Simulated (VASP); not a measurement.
# TiO2 in VASP: a series of runs, part 3 of 3

VASP 6.6.1. The steps go on from the part before.

## (6) Single point, r2SCAN (11.74 Å³/atom)

POSCAR

```
TiO2
1.0
    2.6862485539     -2.6863121623     -0.0200820060
    2.6862485539      2.6863121623     -0.0200820060
   -2.6494042018      0.0000000000      4.9004774487
Ti O
2 4
Direct
    0.1249992102      0.8750007898      0.2500000000
    0.8750007898      0.1249992102      0.7500000000
    0.3301614697      0.0801639534      0.6603323998
    0.6698385303      0.9198360466      0.3396676002
    0.9198360466      0.6698385303      0.8396676002
    0.0801639534      0.3301614697      0.1603323998
```

INCAR.step1

```
PREC = Accurate
ENCUT = 520
ISMEAR = 0
SIGMA = 0.02
LREAL = F
LASPH = T
NELM = 60
NBANDS = 33
GGA = PE
ALGO = Normal
EDIFF = 1E-4
LWAVE = T
LCHARG = F
```

INCAR.step2

```
PREC = Accurate
ENCUT = 520
EDIFF = 1E-7
ISMEAR = 0
SIGMA = 0.02
LREAL = F
LASPH = T
NELM = 60
ALGO = Normal
ISIF = 2
LWAVE = F
LCHARG = F
METAGGA = R2SCAN
LMIXTAU = T
NBANDS = 33
ISTART = 1
```

KPOINTS

```
regular mesh
0
Gamma
  8 8 6
```

Potentials or basis: VASP PAW PBE potentials, release 64 (Ti_sv, O).

Started as:

```console
cat potpaw_PBE.64/Ti_sv/POTCAR potpaw_PBE.64/O/POTCAR > POTCAR
cp INCAR.step1 INCAR
mpirun -np 1 vasp_std > vasp.out
cp INCAR.step2 INCAR
mpirun -np 1 vasp_std > vasp.out
```

OUTCAR:

```text
PREC = Accurate
   ENCUT = 520
   EDIFF = 1E-7
   ISMEAR = 0
   LREAL = F
   LASPH = T
   NELM = 60
   ISIF = 2
   METAGGA = R2SCAN
   ISTART = 1

 ion  position               nearest neighbor table
   1  0.125  0.875  0.250-   4 1.95   6 1.95   4 1.95   6 1.95   3 2.00   5 2.00
   2  0.875  0.125  0.750-   3 1.95   5 1.95   5 1.95   3 1.95   6 2.00   4 2.00
   3  0.330  0.080  0.660-   2 1.95   2 1.95   1 2.00
   4  0.670  0.920  0.340-   1 1.95   1 1.95   2 2.00
   5  0.920  0.670  0.840-   2 1.95   2 1.95   1 2.00
   6  0.080  0.330  0.160-   1 1.95   1 1.95   2 2.00

  LATTYP: Found a base centered monoclinic cell.
 ALAT       =     5.3726472359
 B/A-ratio  =     0.9999957356
 C/A-ratio  =     1.0368852695
 COS(beta)  =    -0.4821489469

  Lattice vectors:

 A1 = (   2.6862485539,  -2.6863121623,  -0.0200820060)
 A2 = (   2.6862485539,   2.6863121623,  -0.0200820060)
 A3 = (  -2.6494042018,   0.0000000000,   4.9004774487)

Analysis of symmetry for initial positions (statically):
=====================================================================
 Subroutine PRICEL returns:
 Original cell was already a primitive cell.

 Routine SETGRP: Setting up the symmetry group for a
 base centered monoclinic supercell.

 Subroutine GETGRP returns: Found  4 space group operations
 (whereof  2 operations were pure point group operations)
 out of a pool of  4 trial point group operations.

The static configuration has the point symmetry S_2 .
 The point group associated with its full space group is C_2h.

Analysis of symmetry for dynamics (positions and initial velocities):
=====================================================================
 Subroutine PRICEL returns:
 Original cell was already a primitive cell.

 Routine SETGRP: Setting up the symmetry group for a
[... 133 lines left out ...]
   IMIX   =      4    mixing-type and parameters
     AMIX     =   0.40;   BMIX     =  1.00
     AMIX_MAG =   1.60;   BMIX_MAG =  1.00
  volume/ion in A,a.u.               =      11.74        79.22
  Fermi-wavevector in a.u.,A,eV,Ry     =   1.440626  2.722388 28.237567  2.075403
  Thomas-Fermi vector in A             =   2.559349
   LORBIT       =      0    0 simple, 1 ext, 2 COOP (PROOUT), +10 PAW based schemes
   METAGGA = R2SCAN    functional components
   LHFCALC =     F    Hartree Fock is set to
   AEXX    =    0.0000 exact exchange contribution
   IVDW    =     0    specifies the selected vdW correction
   LEPSILON=     F    determine dielectric tensor
   LRPA    =     F    only Hartree local field effects (RPA)
 non-spin polarized calculation
 Gauss-broadening in eV      SIGMA  =   0.02
  energy-cutoff  :      520.00
  volume of cell :       70.44
 maximum number of plane-waves:      1909
   NGX = 15   NGY = 15   NGZ = 21

 number of electron      47.9999991 magnetization

 Free energy of the ion-electron system (eV)
  ---------------------------------------------------
  ext. energy  EPLUGINS =         0.00000000
  ---------------------------------------------------
  free energy    TOTEN  =       -69.83835540 eV

  energy without entropy =      -69.83835540  energy(sigma->0) =      -69.83835540

 E-fermi :   2.8040     XC(G=0): -11.2752

 val. band max:        2.6957543882   @ k =  -0.3750   0.3750   0.0000
 cond. band min:       5.2811485681   @ k =   0.0000   0.0000   0.0000
 fundamental gap:      2.5853941799
 Fermi energy:         2.8040024268

 k-point     1 :       0.0000    0.0000    0.0000
  band No.  band energies     occupation
      1     -55.9278      2.00000
      2     -55.8782      2.00000
      3     -31.3057      2.00000
      4     -31.0793      2.00000
      5     -31.0792      2.00000
      6     -31.0201      2.00000
[... 853 lines left out ...]
     32       8.9027      0.00000
     33       8.9479      0.00000

 [... further k-points ...]

------------------------ aborting loop because EDIFF is reached ----------------------------------------

  FORCE on cell =-STRESS in cart. coord.  units (eV):
  Direction    XX          YY          ZZ          XY          YZ          ZX
  --------------------------------------------------------------------------------------
  -------------------------------------------------------------------------------------
  Total       -1.8502988     -1.8496475     -1.9426519      0.0000000      0.0000000     -0.0047030
  in kB      -42.0862533    -42.0714394    -44.1868838      0.0000000      0.0000000     -0.1069736
  external PRESSURE =     -42.7815255 kB  Pullay stress =       0.0000000 kB

 VOLUME and BASIS-vectors are now :
 -----------------------------------------------------------------------------
  energy-cutoff  :      520.00
  volume of cell :       70.44
      direct lattice vectors                 reciprocal lattice vectors
     2.686248554 -2.686312162 -0.020082006     0.186888544 -0.186128778  0.101039807
     2.686248554  2.686312162 -0.020082006     0.186888544  0.186128778  0.101039807
    -2.649404202  0.000000000  4.900477449     0.001531727  0.000000000  0.204889865

 POSITION                                       TOTAL-FORCE (eV/Angst)
 -----------------------------------------------------------------------------------
      2.02390      2.01474      1.20504        -0.000000     -0.000949      0.000000
      0.69920     -2.01474      3.65528         0.000000      0.000949      0.000000
     -0.64725     -0.67157      3.22770        -0.000160      0.000499      0.027039
      3.37034      0.67157      1.63261         0.000160     -0.000499     -0.027039
      2.04564     -0.67157      4.08285         0.000160      0.000499     -0.027039
      0.67745      0.67157      0.77747        -0.000160     -0.000499      0.027039
 -----------------------------------------------------------------------------------
    total drift:                               -0.000000      0.000000      0.000000

  FREE ENERGIE OF THE ION-ELECTRON SYSTEM (eV)
  ---------------------------------------------------
  free  energy   TOTEN  =       -69.8383554036 eV

  energy  without entropy=      -69.8383554036  energy(sigma->0) =      -69.83835540
```

OUTCAR.step1:

```text
PREC = Accurate
   ENCUT = 520
   ISMEAR = 0
   LREAL = F
[... 1105 lines left out ...]
     -0.64725     -0.67157      3.22770         0.000834      0.000064      0.099387
      3.37034      0.67157      1.63261        -0.000834     -0.000064     -0.099387
      2.04564     -0.67157      4.08285        -0.000834      0.000064     -0.099387
      0.67745      0.67157      0.77747         0.000834     -0.000064      0.099387
 -----------------------------------------------------------------------------------
    total drift:                               -0.000000      0.000000      0.000000

  FREE ENERGIE OF THE ION-ELECTRON SYSTEM (eV)
  ---------------------------------------------------
  free  energy   TOTEN  =       -53.8638999745 eV

  energy  without entropy=      -53.8638999745  energy(sigma->0) =      -53.86389997
```

Wall time 8.8 min (1 thread of AMD EPYC 9R45 (Zen 5), shared host); peak memory 0.3 GiB.

Results:

| Item | Value |
| --- | --- |
| Free energy | -69.8384 eV |
| Pressure | -4.3 GPa |
| Largest force | 0.027 eV/Å |
| Band gap on the k mesh | 2.59 eV (least direct gap 2.85 eV) |

Forces in eV/Å, atoms in the order of the input:
```
Ti   0.000 -0.001  0.000
Ti   0.000  0.001  0.000
O    0.000  0.000  0.027
O    0.000  0.000 -0.027
O    0.000  0.000 -0.027
O    0.000  0.000  0.027
```

Levels at points of the mesh, in eV from the valence-band top:
```csv
k point,band 22,band 23,band 24,band 25,band 26,band 27
"(0.00, 0.00, 0.00)",-0.78,-0.37,-0.37,2.59,3.24,4.47
"(0.50, 0.00, 0.00)",-0.84,-0.82,-0.64,3.65,3.88,3.94
"(0.50, 0.50, 0.00)",-1.93,-0.03,-0.03,3.63,3.63,4.09
"(0.00, 0.00, 0.50)",-1.21,-0.05,-0.05,2.90,2.90,4.18
"(0.50, 0.00, 0.50)",-0.84,-0.82,-0.64,3.65,3.88,3.94
"(0.50, 0.50, 0.50)",-1.93,-0.03,-0.03,3.63,3.63,4.09
```

Caveat: the cell stands under tension; the PAW data sets were made with another functional, which shifts forces and pressure a little.

## (7) The runs side by side

| cell | k mesh | gap on the mesh (eV) | pressure (GPa) | largest force (eV/Å) |
| --- | --- | --- | --- | --- |
| a = 3.778, b = 3.778, c = 9.584 Å, 12 atoms, atomic positions A | 6 × 6 × 4 | 2.60 | 1.2 | 0.04 |
| a = 3.815, b = 3.815, c = 9.451 Å, 12 atoms, atomic positions B | 6 × 6 × 4 | 2.50 | -0.8 | 0.03 |
| a = 3.778, b = 3.778, c = 9.297 Å, 12 atoms, atomic positions C | 6 × 6 × 4 | 2.50 | 6.7 | 0.04 |
| a = 3.799, b = 3.799, c = 5.571 Å, angles 109.9, 109.9, 90.0°, 6 atoms, atomic positions D | 8 × 8 × 6 | 2.59 | -4.3 | 0.03 |

Alike in all rows: task single point; level r2SCAN; potentials or basis VASP PAW PBE potentials, release 64 (Ti_sv, O); no spin polarisation; cutoff (eV) 520; smearing gaussian 0.02 eV.

Caveats: the PAW data sets were made with another functional, which shifts forces and pressure a little; the cell stands under pressure (at least some runs); the cell stands under tension (at least some runs).

Absolute energies hang on the potentials; compare differences alone.
